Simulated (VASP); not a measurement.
# WSe2 in VASP: notebook

The runs below take WSe2 through single point, with PBEsol.

Program: VASP 6.6.1. These are calculated values, not measurements. Logs are shortened: lines on timing, memory, paths and dates and some standing lists are left out, and cuts for length are marked.

## (1) The cell of the first run

The cell holds a slab with vacuum, 3 atoms: a = 3.270 Å, b = 3.270 Å, c = 16.661 Å, α = 90.00°, β = 90.00°, γ = 120.00°.

## (2) Single point, PBEsol (atom 1 (W) moved +0.525 Å along Cartesian [0 0 1])

INCAR

```
SYSTEM = WSe2
ALGO = Normal ; EDIFF = 1E-6
ENCUT = 520 ; GGA = PS
ISIF = 2 ; ISMEAR = 0
LASPH = .TRUE. ; LCHARG = .FALSE.
LREAL = .FALSE. ; LWAVE = .FALSE.
NBANDS = 20 ; NELM = 80
PREC = Accurate ; SIGMA = 0.05
```

KPOINTS

```
k-points
0
G
  12 12 2
  0 0 0
```

POSCAR

```
WSe2
1.0
    3.2702526784      0.0000000000      0.0000000000
   -1.6351263392      2.8321218963      0.0000000000
    0.0000000000      0.0000000000     16.6612169706
W Se
1 2
Direct
    0.0000000000      0.0000000000      0.0315103033
    0.3333333333      0.6666666667      0.1003992721
    0.3333333333      0.6666666667      0.8996007279
```

Potentials or basis: VASP PAW PBE potentials, release 64 (W_sv, Se).

Started as:

```console
> cat potpaw_PBE.64/W_sv/POTCAR potpaw_PBE.64/Se/POTCAR > POTCAR
> mpirun -np 1 vasp_std > vasp.out
```

OUTCAR:

```text
SYSTEM = WSe2
   EDIFF = 1E-6
   ENCUT = 520
   GGA = PS
   ISIF = 2
   ISMEAR = 0
   LASPH = .TRUE.
   LREAL = .FALSE.
   NELM = 80
   PREC = Accurate

 ion  position               nearest neighbor table
   1  0.000  0.000  0.032-   2 2.21   2 2.21   2 2.21   3 2.90   3 2.90   3 2.90
   2  0.333  0.667  0.100-   1 2.21   1 2.21   1 2.21
   3  0.333  0.667  0.900-   1 2.90   1 2.90   1 2.90

  LATTYP: Found a hexagonal cell.
 ALAT       =     3.2702526784
 C/A-ratio  =     5.0947797033

  Lattice vectors:

 A1 = (   3.2702526784,   0.0000000000,   0.0000000000)
 A2 = (  -1.6351263392,   2.8321218963,   0.0000000000)
 A3 = (   0.0000000000,   0.0000000000,  16.6612169706)

Analysis of symmetry for initial positions (statically):
=====================================================================
 Subroutine PRICEL returns:
 Original cell was already a primitive cell.

 Routine SETGRP: Setting up the symmetry group for a
 hexagonal supercell.

 Subroutine GETGRP returns: Found  6 space group operations
 (whereof  6 operations were pure point group operations)
 out of a pool of 24 trial point group operations.

The static configuration has the point symmetry C_3v.

Analysis of symmetry for dynamics (positions and initial velocities):
=====================================================================
 Subroutine PRICEL returns:
 Original cell was already a primitive cell.

 Routine SETGRP: Setting up the symmetry group for a
 hexagonal supercell.

 Subroutine GETGRP returns: Found  6 space group operations
 (whereof  6 operations were pure point group operations)
 out of a pool of 24 trial point group operations.

The dynamic configuration has the point symmetry C_3v.

 Subroutine INISYM returns: Found  6 space group operations
 (whereof  6 operations are pure point group operations),
 and found     1 'primitive' translations

----------------------------------------------------------------------------------------

                                     Primitive cell

  volume of cell :     154.3121

  direct lattice vectors                    reciprocal lattice vectors
     3.270252678  0.000000000  0.000000000     0.305786769  0.176546073  0.000000000
    -1.635126339  2.832121896  0.000000000     0.000000000  0.353092147  0.000000000
     0.000000000  0.000000000 16.661216971     0.000000000  0.000000000  0.060019625

  length of vectors
     3.270252678  3.270252678 16.661216971     0.353092147  0.353092147  0.060019625

  position of ions in fractional coordinates (direct lattice)
     0.000000000  0.000000000  0.031510303
     0.333333333  0.666666667  0.100399272
     0.333333333  0.666666667  0.899600728

  ion indices of the primitive-cell ions
   primitive index   ion index
                 1           1
                 2           2
                 3           3

----------------------------------------------------------------------------------------

 KPOINTS: k-points

Automatic generation of k-mesh.
 Grid dimensions read from file:
 generate k-points for:   12   12    2

 Generating k-lattice:

  Cartesian coordinates                     Fractional coordinates (reciprocal lattice)
     0.025482231  0.014712173  0.000000000     0.083333333  0.000000000  0.000000000
     0.000000000  0.029424346  0.000000000     0.000000000  0.083333333  0.000000000
     0.000000000  0.000000000  0.030009813     0.000000000  0.000000000  0.500000000

  Length of vectors
     0.029424346  0.029424346  0.030009813

  Shift w.r.t. Gamma in fractional coordinates (k-lattice)
     0.000000000  0.000000000  0.000000000

 Subroutine IBZKPT returns following result:
 ===========================================

 Found     38 irreducible k-points:

 Following reciprocal coordinates:
            Coordinates               Weight
  0.000000  0.000000  0.000000      1.000000
  0.083333  0.000000  0.000000      6.000000
  0.166667  0.000000  0.000000      6.000000
  0.250000 -0.000000  0.000000      6.000000
  0.333333  0.000000  0.000000      6.000000
  0.416667  0.000000  0.000000      6.000000
[... 16 lines left out ...]
  0.250000 -0.000000  0.500000      6.000000
  0.333333  0.000000  0.500000      6.000000
 [... further k-points ...]
   k-points           NKPTS =     38   k-points in BZ     NKDIM =     38   number of bands    NBANDS=     20
   number of dos      NEDOS =    301   number of ions     NIONS =      3
   total plane-waves  NPLWV =  72576
   dimension x,y,z NGX =    24 NGY =   24 NGZ =  126
   dimension x,y,z NGXF=    48 NGYF=   48 NGZF=  252
   ions per type =               1   2
   NGX,Y,Z   is equivalent  to a cutoff of  12.20, 12.20, 12.57 a.u.
   NGXF,Y,Z  is equivalent  to a cutoff of  24.40, 24.40, 25.14 a.u.
 SYSTEM =  WSe2
   PREC   = accura    normal or accurate (medium, high low for compatibility)
   ISTART =      0    job   : 0-new  1-cont  2-samecut
   ICHARG =      2    charge: 1-file 2-atom 10-const
   ISPIN  =      1    spin polarized calculation?
   LNONCOLLINEAR =      F non collinear calculations
   LSORBIT =      F    spin-orbit coupling
   LASPH  =      T    aspherical Exc in radial PAW
   ENCUT  =  520.0 eV  38.22 Ry    6.18 a.u.   6.08  6.08 30.98*2*pi/ulx,y,z
   NELM   =     80;   NELMIN=  2; NELMDL= -5     # of ELM steps
   EDIFF  = 0.1E-05   stopping-criterion for ELM
   LREAL  =      F    real-space projection
   EDIFFG = 0.1E-04   stopping-criterion for IOM
   NSW    =      0    number of steps for IOM
   IBRION =     -1    ionic relax: 0-MD 1-quasi-New 2-CG
   NFREE  =      0    steps in history (QN), initial steepest desc. (CG)
   ISIF   =      2    stress and relaxation
   ISYM   =      2    0-nonsym 1-usesym 2-fastsym
   POTIM  = 0.5000    time-step for ionic-motion
   TEBEG  =    0.0;   TEEND  =   0.0 temperature during run
   PSTRESS=    0.0 pullay stress
   NELECT =      26.0000    total number of electrons
   NUPDOWN=      -1.0000    fix difference up-down
   EMIN   =  10.00;   EMAX   =-10.00  energy-range for DOS
   EFERMI =   0.00;   METHOD = LEGACY
   ISMEAR =     0;   SIGMA  =   0.05  broadening in eV -4-tet -1-fermi 0-gaus
   EFERMI_NEDOS =   21; number of points for ismear=-14 and -15
   IALGO  =     38    algorithm
   IMIX   =      4    mixing-type and parameters
     AMIX     =   0.40;   BMIX     =  1.00
     AMIX_MAG =   1.60;   BMIX_MAG =  1.00
  volume/ion in A,a.u.               =      51.44       347.12
  Fermi-wavevector in a.u.,A,eV,Ry     =   0.904203  1.708696 11.123894  0.817583
  Thomas-Fermi vector in A             =   2.027621
   LORBIT       =      0    0 simple, 1 ext, 2 COOP (PROOUT), +10 PAW based schemes
   GGA     = PS    functional components
   LHFCALC =     F    Hartree Fock is set to
   AEXX    =    0.0000 exact exchange contribution
   IVDW    =     0    specifies the selected vdW correction
   LEPSILON=     F    determine dielectric tensor
   LRPA    =     F    only Hartree local field effects (RPA)
 non-spin polarized calculation
 Gauss-broadening in eV      SIGMA  =   0.05
  energy-cutoff  :      520.00
  volume of cell :      154.31
 maximum number of plane-waves:      4212
   NGX = 13   NGY = 13   NGZ = 61

 number of electron      25.9999997 magnetization

 Free energy of the ion-electron system (eV)
  ---------------------------------------------------
  ext. energy  EPLUGINS =         0.00000000
  ---------------------------------------------------
  free energy    TOTEN  =       -19.59160795 eV

  energy without entropy =      -19.58905224  energy(sigma->0) =      -19.59033010

 E-fermi :   0.2326     XC(G=0):  -4.8281

 val. band max:        0.0032022728   @ k =   0.0833   0.0833   0.0000
 cond. band min:       0.2416655502   @ k =   0.3333   0.2500   0.5000
 fundamental gap:      0.2384632774
 Fermi energy:         0.2325633397

 k-point     1 :       0.0000    0.0000    0.0000
  band No.  band energies     occupation
      1     -74.5045      2.00000
      2     -38.9332      2.00000
      3     -38.7811      2.00000
      4     -38.7811      2.00000
      5     -16.3119      2.00000
      6     -13.9857      2.00000
[... 12 lines left out ...]
     19       4.4330      0.00000
     20       4.4354      0.00000

 k-point     2 :       0.0833    0.0000    0.0000
  band No.  band energies     occupation
      1     -74.5035      2.00000
      2     -38.9305      2.00000
      3     -38.8016      2.00000
      4     -38.7859      2.00000
      5     -16.2140      2.00000
      6     -13.9128      2.00000
[... 12 lines left out ...]
     19       4.4928      0.00000
     20       4.7680      0.00000

 k-point     3 :       0.1667    0.0000    0.0000
  band No.  band energies     occupation
      1     -74.5009      2.00000
      2     -38.9265      2.00000
      3     -38.8540      2.00000
      4     -38.7991      2.00000
      5     -15.9423      2.00000
      6     -13.7007      2.00000
[... 12 lines left out ...]
     19       4.9320      0.00000
     20       5.2221      0.00000

 k-point     4 :       0.2500   -0.0000    0.0000
  band No.  band energies     occupation
      1     -74.4973      2.00000
      2     -38.9563      2.00000
      3     -38.8893      2.00000
      4     -38.8170      2.00000
      5     -15.5610      2.00000
      6     -13.3713      2.00000
[... 12 lines left out ...]
     19       5.4287      0.00000
     20       5.9490      0.00000

 k-point     5 :       0.3333    0.0000    0.0000
  band No.  band energies     occupation
      1     -74.4937      2.00000
      2     -39.0257      2.00000
      3     -38.8837      2.00000
      4     -38.8348      2.00000
      5     -15.1676      2.00000
      6     -12.9757      2.00000
[... 12 lines left out ...]
     19       5.4653      0.00000
     20       6.2381      0.00000
[... 353 lines left out ...]
      6     -13.9128      2.00000
[... 12 lines left out ...]
     19       4.4928      0.00000
     20       4.9488      0.00000

 k-point    22 :       0.1667    0.0000    0.5000
  band No.  band energies     occupation
      1     -74.5009      2.00000
      2     -38.9265      2.00000
      3     -38.8540      2.00000
      4     -38.7991      2.00000
      5     -15.9423      2.00000
      6     -13.7007      2.00000
[... 12 lines left out ...]
     19       4.6455      0.00000
     20       5.7157      0.00000

 k-point    23 :       0.2500   -0.0000    0.5000
  band No.  band energies     occupation
      1     -74.4973      2.00000
      2     -38.9563      2.00000
      3     -38.8893      2.00000
      4     -38.8170      2.00000
      5     -15.5610      2.00000
      6     -13.3713      2.00000
[... 12 lines left out ...]
     19       5.2087      0.00000
     20       6.3285      0.00000

 k-point    24 :       0.3333    0.0000    0.5000
  band No.  band energies     occupation
      1     -74.4937      2.00000
      2     -39.0257      2.00000
      3     -38.8837      2.00000
      4     -38.8348      2.00000
      5     -15.1676      2.00000
      6     -12.9757      2.00000
[... 12 lines left out ...]
     19       5.4558      0.00000
     20       6.1354      0.00000

 [... further k-points ...]

------------------------ aborting loop because EDIFF is reached ----------------------------------------

  FORCE on cell =-STRESS in cart. coord.  units (eV):
  Direction    XX          YY          ZZ          XY          YZ          ZX
  --------------------------------------------------------------------------------------
  -------------------------------------------------------------------------------------
  Total       10.5194794     10.5194794      3.8803360      0.0000000      0.0000000      0.0000000
  in kB      109.2206750    109.2206750     40.2883927      0.0000000      0.0000000      0.0000000
  external PRESSURE =      86.2432475 kB  Pullay stress =       0.0000000 kB

 VOLUME and BASIS-vectors are now :
 -----------------------------------------------------------------------------
  energy-cutoff  :      520.00
  volume of cell :      154.31
      direct lattice vectors                 reciprocal lattice vectors
     3.270252678  0.000000000  0.000000000     0.305786769  0.176546073  0.000000000
    -1.635126339  2.832121896  0.000000000     0.000000000  0.353092147  0.000000000
     0.000000000  0.000000000 16.661216971     0.000000000  0.000000000  0.060019625

 POSITION                                       TOTAL-FORCE (eV/Angst)
 -----------------------------------------------------------------------------------
      0.00000      0.00000      0.52500        -0.000000     -0.000000    -11.568148
     -0.00000      1.88808      1.67277        -0.000000     -0.000000      8.763793
     -0.00000      1.88808     14.98844         0.000000      0.000000      2.804354
 -----------------------------------------------------------------------------------
    total drift:                                0.000000     -0.000000     -0.000061

  FREE ENERGIE OF THE ION-ELECTRON SYSTEM (eV)
  ---------------------------------------------------
  free  energy   TOTEN  =       -19.5916079506 eV

  energy  without entropy=      -19.5890522432  energy(sigma->0) =      -19.59033010
```

Run time: 3.8 min. Hardware: 1 thread of Intel Xeon 8259CL, shared host; peak memory 0.31 GiB.

What came out:

```
Free energy            : -19.5916 eV
Largest force          : 11.568 eV/Å
Band gap on the k mesh : zero (bands 13 and 14 overlap by 0.82 eV)
```

Forces on the atoms (eV/Å):
```
W     0.000   0.000 -11.568
Se    0.000   0.000   8.764
Se    0.000   0.000   2.804
```

Levels at points of the mesh, in eV from the Fermi level:
| k point | band 9 | band 10 | band 11 | band 12 | band 13 | band 14 | band 15 | band 16 | band 17 | band 18 |
| --- | --- | --- | --- | --- | --- | --- | --- | --- | --- | --- |
| (0.00, 0.00, 0.00) | -5.40 | -4.00 | -1.51 | -1.51 | 0.55 | 1.37 | 1.37 | 2.93 | 3.93 | 4.20 |
| (0.50, 0.00, 0.00) | -5.32 | -5.10 | -3.14 | -1.33 | -1.01 | 0.80 | 0.99 | 1.56 | 3.62 | 3.75 |
| (0.00, 0.00, 0.50) | -5.40 | -4.00 | -1.51 | -1.51 | 0.55 | 1.37 | 1.37 | 2.96 | 3.72 | 4.20 |
| (0.50, 0.00, 0.50) | -5.32 | -5.10 | -3.14 | -1.33 | -1.01 | 0.80 | 0.99 | 1.56 | 3.62 | 3.75 |

Caveat: the cell differs from its parent crystal (atom 1 (W) moved +0.525 Å along Cartesian [0 0 1]); the PAW data sets were made with another functional, which shifts forces and pressure a little; spin-orbit coupling is left out, which moves the levels of the heavy elements.

(Continued in part 2 of 2.)
